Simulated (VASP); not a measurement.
Here is a VASP 6.6.1 calculation.

POSCAR

```
NaH
1.0
    2.2443531792      2.2443531792      0.0000000000
   -2.2443531792      2.2443531792      0.0000000000
    0.0000000000      2.2443531792      2.2443531792
Na H
1 1
Direct
    0.0000000000      0.0000000000      0.0000000000
    0.5000000000      0.5000000000      0.0000000000
```

File INCAR.step1:

```
PREC = Accurate
ENCUT = 520
ISMEAR = 0
SIGMA = 0.01
LREAL = F
LASPH = T
NELM = 100
NBANDS = 11
GGA = PE
ALGO = Normal
EDIFF = 1E-4
LWAVE = T
LCHARG = F
```

Contents of INCAR.step2:

```
PREC = Accurate
ENCUT = 520
EDIFF = 1E-7
ISMEAR = 0
SIGMA = 0.01
LREAL = F
LASPH = T
NELM = 100
ALGO = Normal
ISIF = 2
LWAVE = F
LCHARG = F
METAGGA = R2SCAN
LMIXTAU = T
NBANDS = 11
ISTART = 1
```

The input KPOINTS:

```
regular mesh
0
Gamma
  8 8 8
```

Potentials or basis: VASP PAW PBE potentials, release 64 (Na_pv, H).

Launch:

```console
$ cat potpaw_PBE.64/Na_pv/POTCAR potpaw_PBE.64/H/POTCAR > POTCAR
$ cp INCAR.step1 INCAR
$ mpirun -np 1 vasp_std > vasp.out
$ cp INCAR.step2 INCAR
$ mpirun -np 1 vasp_std > vasp.out
```

**Question.** What does it give for the pressure?

**Answer.** 6.7 GPa.

**Question.** Estimate the band gap on the k mesh.

**Answer.** 4.79 eV, indirect (least direct gap 5.70 eV).

Caveat: the PAW data sets were made with another functional, which shifts forces and pressure a little. r2SCAN opens gaps a little over a GGA but as a rule still falls short of measured ones.
